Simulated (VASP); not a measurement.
Here is a VASP 6.6.1 calculation.

INCAR

```
SYSTEM = MoS2
PREC = Accurate
ENCUT = 400
EDIFF = 1E-6
ISMEAR = 0
SIGMA = 0.05
LREAL = .FALSE.
LASPH = .TRUE.
NELM = 120
ALGO = Normal
ISIF = 2
LWAVE = .FALSE.
LCHARG = .FALSE.
LDIPOL = .TRUE.
IDIPOL = 3
DIPOL = 0.5 0.5 0.500
GGA = PE
NBANDS = 35
GGA_COMPAT = .FALSE.
NELMDL = -8
```

The input KPOINTS:

```
Automatic mesh
0
G
  18 18 1
  0 0 0
```

File POSCAR:

```
MoS2
1.0
    3.1841260800      0.0000000000      0.0000000000
   -1.5920630400      2.7575340800      0.0000000000
    0.0000000000      0.0000000000     37.4372503152
S Mo
4 2
Direct
    0.3333333330      0.6666666660      0.2270465894
    0.3333333330      0.6666666660      0.3099226067
    0.3333333330      0.6666666660      0.6897567538
    0.3333333330      0.6666666660      0.7732491425
    0.0000000000      0.0000000000      0.2684845980
    0.0000000000      0.0000000000      0.7315029866
```

Potentials or basis: VASP PAW PBE potentials, release 64 (S, Mo_sv).

Launch:

```sh
$ cat potpaw_PBE.64/S/POTCAR potpaw_PBE.64/Mo_sv/POTCAR > POTCAR
$ mpirun -np 1 vasp_std > vasp.out
```

Task: Estimate the band gap on the k mesh.

Result: 1.60 eV (least direct gap 1.64 eV).

Task: Predict the largest force.

Result: 0.209 eV/Å.

Forces on the atoms (eV/Å):
```
S    0.000  0.000 -0.209
S    0.000  0.000  0.209
S    0.000  0.000  0.008
S    0.000  0.000 -0.008
Mo   0.000  0.000  0.000
Mo   0.000  0.000  0.000
```
